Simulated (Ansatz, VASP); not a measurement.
One calculation of C, two programs

```xyz
2
Lattice="0.0000 2.1293 3.6886 1.2293 0.0000 3.6886 1.2293 2.1293 0.0000" Properties=species:S:1:pos:R:3 pbc="T T T"
C     1.2293    0.7099    3.6886
C     1.2293    3.5486    3.6886
```

Alike in both runs: task relaxation of cell and atoms; functional PBEsol; k mesh 14 × 14 × 14; occupations gaussian, width 0.02 eV; no spin polarisation.

```csv
,VASP,Ansatz
version,VASP 6.6.1,Ansatz 0.2.0
potentials or method,"VASP PAW PBE potentials, release 64 (C), cutoff 600 eV","scalar-relativistic, plane waves, PAW"
valence electrons in the cell,8,8
```

|  | VASP | Ansatz | Ansatz less VASP |
| --- | --- | --- | --- |
| gap on the k mesh at the Fermi level, each at its own relaxed structure (eV) | 0.62 | 0.71 | +0.089 |
| relaxed volume (Å³/atom) | 9.41 | 9.66 | +0.242 |
| relaxed cell length with the largest relative difference (Å) | 3.798 | 3.888 | +0.0902 |

VASP's potentials were made for PBE, not for PBEsol, and Ansatz warns of the same on its side.
